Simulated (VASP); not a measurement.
Write the native input for VASP 6.6.1 that does the following.

| Property | Result |
| --- | --- |
| Task | relaxation of cell and atoms |
| Functional | PBE |
| Potentials or basis | VASP PAW PBE potentials, release 64 (La, Sc_sv, F_h) |
| Cutoff | 910 eV |
| k mesh | 4 × 4 × 4 |
| Occupations | gaussian, width 0.1 eV |
| Spin | no spin polarisation |
| Dipole correction | no |
| Further INCAR settings | ALGO = Normal; EDIFF = 1e-07; IBRION = 2; EDIFFG = -0.04; NSW = 90; ISIF = 3 |

The structure of LaScF lies in POSCAR:

```
LaScF
1.0
    3.8346917900      0.0000000000      0.0000000000
    0.0000000000      3.8346917900      0.0000000000
    0.0000000000      0.0000000000      3.9816221000
La Sc F
1 1 1
Direct
    0.0000000000      0.0000000000      0.6997948400
    0.5000000000      0.5000000000      0.5697173500
    0.0000000000      0.0000000000      0.2602271800
```

The cell was built from a structure type or drawn by symmetry, and may not be a known phase.

The input as run:

INCAR

```
ALGO = Normal
EDIFF = 1E-7
EDIFFG = -0.04
ENCUT = 910
GGA = PE
GGA_COMPAT = F
IBRION = 2
ISIF = 3
ISMEAR = 0
LASPH = T
LCHARG = F
LMAXMIX = 6
LREAL = F
LWAVE = F
NELM = 200
NELMIN = 4
NSW = 90
PREC = Accurate
SIGMA = 0.1
```

KPOINTS

```
k-points
0
Gamma
  4 4 4
```

Potentials or basis: VASP PAW PBE potentials, release 64 (La, Sc_sv, F_h).

Run with:

```bash
$ cat potpaw_PBE.64/La/POTCAR potpaw_PBE.64/Sc_sv/POTCAR potpaw_PBE.64/F_h/POTCAR > POTCAR
$ mpirun -np 1 vasp_std > vasp.out
```

It gave:

| Item | Value |
| --- | --- |
| Relaxed volume | 19.71 Å³/atom |
| Relaxed cell | a = 3.397 Å, b = 3.397 Å, c = 5.124 Å, α = 90.00°, β = 90.00°, γ = 90.00° |
| Space group after relaxing (to 0.1 Å) | P4/mmm (No. 123) |
| Pressure after relaxing | 0.1 GPa |
| Largest force after relaxing | 0.038 eV/Å |
| Band gap on the k mesh | zero (an odd number of electrons rules out a gap without spin polarisation) |

Caveat: the k points lie up to 0.46 Å⁻¹ apart in the final cell, too coarse for converged energies and pressures of a metal; the cutoff is under 1.25 times the usual one of these potentials, so pressure, stress and relaxed cells hold a basis-set (Pulay) error; a cell axis changed by over 15 % at a fixed basis, so the end point is rough; spin-orbit coupling is left out, which moves the levels of the heavy elements; an odd number of electrons without spin polarisation forces a metal; a magnetic or distorted state may lie lower.

It took 19 min on 1 thread of Intel(R) Xeon(R) 6975P-C (Granite Rapids), on a shared host, peak memory 0.29 GiB.
